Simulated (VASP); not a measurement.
# Pb (Fmmm) in VASP: further runs

Pb is run at these levels: PBEsol; tasks: single point.

Everything below comes from runs of VASP 6.6.1. Logs are shortened: lines on timing, memory, paths and dates and some standing lists are left out, and cuts for length are marked.

## Step 1: The cell of the first run

The structure is orthorhombic, space group Fmmm (No. 69). Conventional cell: a = 4.717 Å, b = 4.940 Å, c = 5.162 Å, α = 90.00°, β = 90.00°, γ = 90.00°. Within 4.5 Å of Pb (site symmetry mmm) lie 12 Pb at 3.42 to 3.57 Å.

## Step 2: Single point, PBEsol (strain +0.0450 x Voigt [1, -1, 0, 0, 0, 0])

File INCAR:

```
ALGO = Fast
EDIFF = 1E-6
ENCUT = 520
GGA = PS
ISIF = 2
ISMEAR = 0
LASPH = True
LCHARG = True
LELF = True
LREAL = False
LVHAR = True
LWAVE = False
NBANDS = 13
NELM = 100
PREC = Accurate
SIGMA = 0.15
```

File KPOINTS:

```
k-points
0
Gamma
  16 16 16
```

File POSCAR:

```
Pb
1.0
    0.0000000000      2.3586590000      2.4698000000
    2.5809410000      0.0000000000      2.4698000000
    2.5809410000      2.3586590000      0.0000000000
Pb
1
Direct
    0.0000000000      0.0000000000      0.0000000000
```

Potentials or basis: VASP PAW PBE potentials, release 64 (Pb_d).

Run with:

```console
$ cat potpaw_PBE.64/Pb_d/POTCAR > POTCAR
$ mpirun -np 1 vasp_std > vasp.out
```

OUTCAR:

```text
EDIFF = 1E-6
   ENCUT = 520
   GGA = PS
   ISIF = 2
   ISMEAR = 0
   LASPH = True
   LREAL = False
   NELM = 100
   PREC = Accurate

 ion  position               nearest neighbor table
   1  0.000  0.000  0.000-

  LATTYP: Found a face centered orthorhombic cell.
 ALAT       =     4.7173180000
 B/A-ratio  =     1.0471204188
 C/A-ratio  =     1.0942408377

  Lattice vectors:

 A1 = (  -2.5809410000,   0.0000000000,  -2.4698000000)
 A2 = (  -2.5809410000,   2.3586590000,   0.0000000000)
 A3 = (   0.0000000000,   2.3586590000,  -2.4698000000)

Analysis of symmetry for initial positions (statically):
=====================================================================
 Subroutine PRICEL returns:
 Original cell was already a primitive cell.

 Routine SETGRP: Setting up the symmetry group for a
 face centered orthorhombic supercell.

 Subroutine GETGRP returns: Found  8 space group operations
 (whereof  8 operations were pure point group operations)
 out of a pool of  8 trial point group operations.

The static configuration has the point symmetry D_2h.

Analysis of symmetry for dynamics (positions and initial velocities):
=====================================================================
 Subroutine PRICEL returns:
 Original cell was already a primitive cell.

 Routine SETGRP: Setting up the symmetry group for a
 face centered orthorhombic supercell.

 Subroutine GETGRP returns: Found  8 space group operations
 (whereof  8 operations were pure point group operations)
 out of a pool of  8 trial point group operations.

The dynamic configuration has the point symmetry D_2h.

 Subroutine INISYM returns: Found  8 space group operations
 (whereof  8 operations are pure point group operations),
 and found     1 'primitive' translations

----------------------------------------------------------------------------------------

                                     Primitive cell

  volume of cell :      30.0701

  direct lattice vectors                    reciprocal lattice vectors
     0.000000000  2.358659000  2.469800000    -0.193727792  0.211984861  0.202445542
     2.580941000  0.000000000  2.469800000     0.193727792 -0.211984861  0.202445542
     2.580941000  2.358659000  0.000000000     0.193727792  0.211984861 -0.202445542

  length of vectors
[... 87 lines left out ...]
   ISYM   =      2    0-nonsym 1-usesym 2-fastsym
   POTIM  = 0.5000    time-step for ionic-motion
   TEBEG  =    0.0;   TEEND  =   0.0 temperature during run
   PSTRESS=    0.0 pullay stress
   NELECT =      14.0000    total number of electrons
   NUPDOWN=      -1.0000    fix difference up-down
   EMIN   =  10.00;   EMAX   =-10.00  energy-range for DOS
   EFERMI =   0.00;   METHOD = LEGACY
   ISMEAR =     0;   SIGMA  =   0.15  broadening in eV -4-tet -1-fermi 0-gaus
   EFERMI_NEDOS =   21; number of points for ismear=-14 and -15
   IALGO  =     68    algorithm
   IMIX   =      4    mixing-type and parameters
     AMIX     =   0.40;   BMIX     =  1.00
     AMIX_MAG =   1.60;   BMIX_MAG =  1.00
  volume/ion in A,a.u.               =      30.07       202.92
  Fermi-wavevector in a.u.,A,eV,Ry     =   1.268837  2.397754 21.904664  1.609947
  Thomas-Fermi vector in A             =   2.401910
   LORBIT       =      0    0 simple, 1 ext, 2 COOP (PROOUT), +10 PAW based schemes
   GGA     = PS    functional components
   LHFCALC =     F    Hartree Fock is set to
   AEXX    =    0.0000 exact exchange contribution
   IVDW    =     0    specifies the selected vdW correction
   LEPSILON=     F    determine dielectric tensor
   LRPA    =     F    only Hartree local field effects (RPA)
 non-spin polarized calculation
 RMM-DIIS sequential band-by-band and
 Gauss-broadening in eV      SIGMA  =   0.15
  energy-cutoff  :      520.00
  volume of cell :       30.07
 maximum number of plane-waves:       833
 NGX is ok and might be reduce to    28
   NGX = 13   NGY = 13   NGZ = 13

 number of electron      13.9999998 magnetization

 Free energy of the ion-electron system (eV)
  ---------------------------------------------------
  ext. energy  EPLUGINS =         0.00000000
  ---------------------------------------------------
  free energy    TOTEN  =        -3.99712305 eV

  energy without entropy =       -3.99114980  energy(sigma->0) =       -3.99413642

 E-fermi :   7.2202     XC(G=0): -10.3812

 val. band max:        7.2032461567   @ k =  -0.1875   0.3125   0.5000
 cond. band min:       7.2255469767   @ k =  -0.1875   0.3750   0.3125
 fundamental gap:      0.0223008201
 Fermi energy:         7.2201729935

 k-point     1 :       0.0000    0.0000    0.0000
  band No.  band energies     occupation
      1      -9.8611      2.00000
      2      -9.7962      2.00000
      3      -9.7477      2.00000
      4      -9.7046      2.00000
      5      -9.6148      2.00000
      6      -4.6336      2.00000
      7      14.5959      0.00000
      8      14.7090      0.00000
      9      14.7375      0.00000
     10      17.0267      0.00000
     11      18.6446      0.00000
     12      19.7418      0.00000
     13      19.8298      0.00000
[... 354 lines left out ...]
  band No.  band energies     occupation
      1      -9.8526      2.00000
      2      -9.7783      2.00000
      3      -9.7460      2.00000
      4      -9.7010      2.00000
      5      -9.6186      2.00000
      6      -4.4304      2.00000
      7      12.8461      0.00000
      8      13.7256      0.00000
      9      14.6979      0.00000
     10      16.8053      0.00000
     11      19.2016      0.00000
     12      19.2738      0.00000
     13      19.8862      0.00000

 [... further k-points ...]

------------------------ aborting loop because EDIFF is reached ----------------------------------------

  FORCE on cell =-STRESS in cart. coord.  units (eV):
  Direction    XX          YY          ZZ          XY          YZ          ZX
  --------------------------------------------------------------------------------------
  -------------------------------------------------------------------------------------
  Total       -0.1363327      0.1100872     -0.0346206      0.0000000      0.0000000      0.0000000
  in kB       -7.2639966      5.8655972     -1.8446312      0.0000000      0.0000000      0.0000000
  external PRESSURE =      -1.0810102 kB  Pullay stress =       0.0000000 kB

 VOLUME and BASIS-vectors are now :
 -----------------------------------------------------------------------------
  energy-cutoff  :      520.00
  volume of cell :       30.07
      direct lattice vectors                 reciprocal lattice vectors
     0.000000000  2.358659000  2.469800000    -0.193727792  0.211984861  0.202445542
     2.580941000  0.000000000  2.469800000     0.193727792 -0.211984861  0.202445542
     2.580941000  2.358659000  0.000000000     0.193727792  0.211984861 -0.202445542

 POSITION                                       TOTAL-FORCE (eV/Angst)
 -----------------------------------------------------------------------------------
      0.00000      0.00000      0.00000         0.000000      0.000000      0.000000
 -----------------------------------------------------------------------------------
    total drift:                               -0.000000     -0.000000     -0.000000

  FREE ENERGIE OF THE ION-ELECTRON SYSTEM (eV)
  ---------------------------------------------------
  free  energy   TOTEN  =        -3.9971230465 eV

  energy  without entropy=       -3.9911498010  energy(sigma->0) =       -3.99413642
```

OSZICAR:

```text
N       E                     dE             d eps       ncg     rms          rms(c)
DAV:   1     0.106885741902E+03    0.10689E+03   -0.70956E+03 16369   0.126E+03
DAV:   2     0.106792506404E+01   -0.10582E+03   -0.10251E+03 17011   0.310E+02
DAV:   3    -0.389668824144E+01   -0.49646E+01   -0.49468E+01 19994   0.729E+01
DAV:   4    -0.400963987324E+01   -0.11295E+00   -0.11292E+00 19949   0.117E+01
DAV:   5    -0.401461092560E+01   -0.49711E-02   -0.49708E-02 22308   0.229E+00    0.591E-01
RMM:   6    -0.400056516634E+01    0.14046E-01   -0.14963E-02 19432   0.178E+00    0.285E-01
RMM:   7    -0.399714853832E+01    0.34166E-02   -0.91066E-03 19447   0.107E+00    0.910E-02
RMM:   8    -0.399706145527E+01    0.87083E-04   -0.17298E-03 23182   0.625E-01    0.142E-02
RMM:   9    -0.399711428697E+01   -0.52832E-04   -0.54853E-04 24379   0.228E-01    0.144E-02
RMM:  10    -0.399711930026E+01   -0.50133E-05   -0.14257E-04 20972   0.209E-01    0.897E-03
RMM:  11    -0.399712165252E+01   -0.23523E-05   -0.72109E-05 24869   0.932E-02    0.204E-03
RMM:  12    -0.399712291950E+01   -0.12670E-05   -0.13753E-05 18656   0.391E-02    0.185E-03
RMM:  13    -0.399712304651E+01   -0.12701E-06   -0.27465E-06 12361   0.181E-02
   1 F= -.39971230E+01 E0= -.39941364E+01  d E =-.597325E-02
```

stdout:

```text
POSCAR found type information on POSCAR Pb
 POSCAR found :  1 types and       1 ions
 scaLAPACK will be used
 -----------------------------------------------------------------------------
|                                                                             |
|                                                                             |
|     You enforced a specific xc type in the INCAR file but a different       |
|     I HOPE YOU KNOW WHAT YOU ARE DOING!                                     |
|                                                                             |
 -----------------------------------------------------------------------------

 LDA part: xc-table for (Slater+PW92), standard interpolation
 POSCAR, INCAR and KPOINTS ok, starting setup
 FFT: planning ... GRIDC
 FFT: planning ... GRID_SOFT
 FFT: planning ... GRID
 WAVECAR not read
 entering main loop
WARNING in EDDRMM: call to ZHEGV failed, returncode =   6  3     13
WARNING in EDDRMM: call to ZHEGV failed, returncode =   8  4     13
WARNING in EDDRMM: call to ZHEGV failed, returncode =   6  3     12
WARNING in EDDRMM: call to ZHEGV failed, returncode =   8  4     11
WARNING in EDDRMM: call to ZHEGV failed, returncode =   8  4     12
WARNING in EDDRMM: call to ZHEGV failed, returncode =   8  4     12
```

Wall time 2.2 min (1 thread of Intel Xeon 6975P-C (Granite Rapids), shared host); peak memory 0.33 GiB.

What came out:

| Property | Result |
| --- | --- |
| Free energy | -3.9971 eV |
| Pressure | -0.1 GPa |
| Band gap on the k mesh | zero (bands 7 and 8 overlap by 9.31 eV) |

Levels at points of the mesh, in eV from the Fermi level:
```csv
k point,band 4,band 5,band 6,band 7,band 8,band 9,band 10,band 11
"(0.00, 0.00, 0.00)",-16.92,-16.83,-11.85,7.38,7.49,7.52,9.81,11.42
"(0.50, 0.00, 0.00)",-16.76,-16.72,-8.16,-4.28,4.90,6.15,9.10,9.46
"(0.50, 0.50, 0.00)",-16.75,-16.66,-6.73,-3.36,1.79,2.36,5.40,6.71
"(0.50, 0.00, 0.50)",-16.72,-16.67,-6.24,-2.94,1.34,1.64,4.90,6.19
"(0.00, 0.50, 0.50)",-16.73,-16.69,-7.25,-3.68,2.46,2.73,5.92,7.17
```

Caveat: the cell differs from its parent crystal (strain +0.0450 x Voigt [1, -1, 0, 0, 0, 0]); the PAW data sets were made with another functional, which shifts forces and pressure a little; spin-orbit coupling is left out, which moves the levels of the heavy elements.

## Step 3: Single point, PBEsol (strain +0.0525 x Voigt [1, -1, 0, 0, 0, 0])

File INCAR:

```
PREC     = Accurate       # precision mode
ENCUT    = 520            # plane-wave cutoff, eV
EDIFF    = 1E-6           # SCF threshold, eV
ISMEAR   = 0              # smearing method
SIGMA    = 0.15           # smearing width, eV
LREAL    = False          # projectors in reciprocal space
LASPH    = True           # aspherical terms in the spheres
NELM     = 80             # most SCF steps
ALGO     = Fast           # electronic algorithm
ISIF     = 2              # what is computed and relaxed
LWAVE    = False          # write WAVECAR
LCHARG   = False          # write CHGCAR
GGA      = PS             # functional
NBANDS   = 13             # bands
```

File KPOINTS:

```
Automatic mesh
0
Gamma
  16 16 16
```

File POSCAR:

```
Pb
1.0
    0.0000000000      2.3401355000      2.4698000000
    2.5994645000      0.0000000000      2.4698000000
    2.5994645000      2.3401355000      0.0000000000
Pb
1
Direct
    0.0000000000      0.0000000000      0.0000000000
```

Potentials or basis: VASP PAW PBE potentials, release 64 (Pb_d).

Run with:

```console
$ cat potpaw_PBE.64/Pb_d/POTCAR > POTCAR
$ mpirun -np 1 vasp_std > vasp.out
```

OUTCAR:

```text
PREC = Accurate
   ENCUT = 520
   EDIFF = 1E-6
   ISMEAR = 0
   LREAL = False
   LASPH = True
   NELM = 80
   ISIF = 2
   GGA = PS

 ion  position               nearest neighbor table
   1  0.000  0.000  0.000-

  LATTYP: Found a face centered orthorhombic cell.
 ALAT       =     4.6802710000
 B/A-ratio  =     1.0554089710
 C/A-ratio  =     1.1108179420

  Lattice vectors:

 A1 = (  -2.5994645000,   0.0000000000,  -2.4698000000)
 A2 = (  -2.5994645000,   2.3401355000,   0.0000000000)
 A3 = (   0.0000000000,   2.3401355000,  -2.4698000000)

Analysis of symmetry for initial positions (statically):
=====================================================================
 Subroutine PRICEL returns:
 Original cell was already a primitive cell.

 Routine SETGRP: Setting up the symmetry group for a
 face centered orthorhombic supercell.

 Subroutine GETGRP returns: Found  8 space group operations
 (whereof  8 operations were pure point group operations)
 out of a pool of  8 trial point group operations.

The static configuration has the point symmetry D_2h.

Analysis of symmetry for dynamics (positions and initial velocities):
=====================================================================
 Subroutine PRICEL returns:
 Original cell was already a primitive cell.

 Routine SETGRP: Setting up the symmetry group for a
 face centered orthorhombic supercell.

 Subroutine GETGRP returns: Found  8 space group operations
 (whereof  8 operations were pure point group operations)
 out of a pool of  8 trial point group operations.

The dynamic configuration has the point symmetry D_2h.

 Subroutine INISYM returns: Found  8 space group operations
 (whereof  8 operations are pure point group operations),
 and found     1 'primitive' translations

----------------------------------------------------------------------------------------
[... 117 lines left out ...]
   LHFCALC =     F    Hartree Fock is set to
   AEXX    =    0.0000 exact exchange contribution
   IVDW    =     0    specifies the selected vdW correction
   LEPSILON=     F    determine dielectric tensor
   LRPA    =     F    only Hartree local field effects (RPA)
 non-spin polarized calculation
 RMM-DIIS sequential band-by-band and
 Gauss-broadening in eV      SIGMA  =   0.15
  energy-cutoff  :      520.00
  volume of cell :       30.05
 maximum number of plane-waves:       837
 NGX is ok and might be reduce to    28
   NGX = 13   NGY = 13   NGZ = 13

 number of electron      13.9999998 magnetization

 Free energy of the ion-electron system (eV)
  ---------------------------------------------------
  ext. energy  EPLUGINS =         0.00000000
  ---------------------------------------------------
  free energy    TOTEN  =        -3.99521322 eV

  energy without entropy =       -3.98932417  energy(sigma->0) =       -3.99226870

 E-fermi :   7.2309     XC(G=0): -10.3846

 val. band max:        7.2308344425   @ k =  -0.4375   0.0625   0.3750
 cond. band min:       7.2337268351   @ k =   0.1875   0.3750   0.0625
 fundamental gap:      0.0028923926
 Fermi energy:         7.2309079729

 k-point     1 :       0.0000    0.0000    0.0000
  band No.  band energies     occupation
      1      -9.8635      2.00000
      2      -9.7869      2.00000
      3      -9.7316      2.00000
      4      -9.7056      2.00000
      5      -9.6004      2.00000
      6      -4.6312      2.00000
      7      14.6013      0.00000
      8      14.7371      0.00000
      9      14.7541      0.00000
     10      17.0582      0.00000
     11      18.6718      0.00000
     12      19.7472      0.00000
     13      19.8331      0.00000
[... 354 lines left out ...]
  band No.  band energies     occupation
      1      -9.8542      2.00000
      2      -9.7696      2.00000
      3      -9.7306      2.00000
      4      -9.7008      2.00000
      5      -9.6047      2.00000
      6      -4.4274      2.00000
      7      12.8559      0.00000
      8      13.7502      0.00000
      9      14.6894      0.00000
     10      16.8298      0.00000
     11      18.9960      0.00000
     12      19.3134      0.00000
     13      19.9243      0.00000

 [... further k-points ...]

------------------------ aborting loop because EDIFF is reached ----------------------------------------

  FORCE on cell =-STRESS in cart. coord.  units (eV):
  Direction    XX          YY          ZZ          XY          YZ          ZX
  --------------------------------------------------------------------------------------
  -------------------------------------------------------------------------------------
  Total       -0.1350967      0.1285220     -0.0158976      0.0000000      0.0000000      0.0000000
  in kB       -7.2034173      6.8528550     -0.8476669      0.0000000      0.0000000      0.0000000
  external PRESSURE =      -0.3994097 kB  Pullay stress =       0.0000000 kB

 VOLUME and BASIS-vectors are now :
 -----------------------------------------------------------------------------
  energy-cutoff  :      520.00
  volume of cell :       30.05
      direct lattice vectors                 reciprocal lattice vectors
     0.000000000  2.340135500  2.469800000    -0.192347308  0.213662841  0.202445542
     2.599464500  0.000000000  2.469800000     0.192347308 -0.213662841  0.202445542
     2.599464500  2.340135500  0.000000000     0.192347308  0.213662841 -0.202445542

 POSITION                                       TOTAL-FORCE (eV/Angst)
 -----------------------------------------------------------------------------------
      0.00000      0.00000      0.00000         0.000000     -0.000000      0.000000
 -----------------------------------------------------------------------------------
    total drift:                               -0.000000     -0.000000     -0.000000

  FREE ENERGIE OF THE ION-ELECTRON SYSTEM (eV)
  ---------------------------------------------------
  free  energy   TOTEN  =        -3.9952132210 eV

  energy  without entropy=       -3.9893241692  energy(sigma->0) =       -3.99226870
```

It took 2.3 min on 1 thread of Intel Xeon 6975P-C (Granite Rapids), shared host; peak memory 0.33 GiB.

Results:

```
Free energy            : -3.9952 eV
Pressure               : 0.0 GPa
Band gap on the k mesh : zero (bands 7 and 8 overlap by 9.33 eV)
```

Levels at points of the mesh, in eV from the Fermi level:
| k point | band 3 | band 4 | band 5 | band 6 | band 7 | band 8 | band 9 | band 10 | band 11 | band 12 |
| --- | --- | --- | --- | --- | --- | --- | --- | --- | --- | --- |
| (0.00, 0.00, 0.00) | -16.96 | -16.94 | -16.83 | -11.86 | 7.37 | 7.51 | 7.52 | 9.83 | 11.44 | 12.52 |
| (0.50, 0.00, 0.00) | -16.97 | -16.76 | -16.72 | -8.16 | -4.29 | 4.78 | 6.23 | 8.99 | 9.55 | 10.86 |
| (0.50, 0.50, 0.00) | -16.76 | -16.76 | -16.66 | -6.72 | -3.37 | 1.76 | 2.43 | 5.42 | 6.74 | 17.21 |
| (0.50, 0.00, 0.50) | -16.75 | -16.73 | -16.67 | -6.16 | -2.87 | 1.22 | 1.58 | 4.84 | 6.11 | 17.30 |
| (0.00, 0.50, 0.50) | -16.75 | -16.74 | -16.70 | -7.34 | -3.74 | 2.54 | 2.85 | 6.02 | 7.26 | 18.68 |

Caveat: the cell differs from its parent crystal (strain +0.0525 x Voigt [1, -1, 0, 0, 0, 0]); the PAW data sets were made with another functional, which shifts forces and pressure a little; spin-orbit coupling is left out, which moves the levels of the heavy elements.

The gap in the log of VASP goes by the Fermi energy; the results here count the filled bands.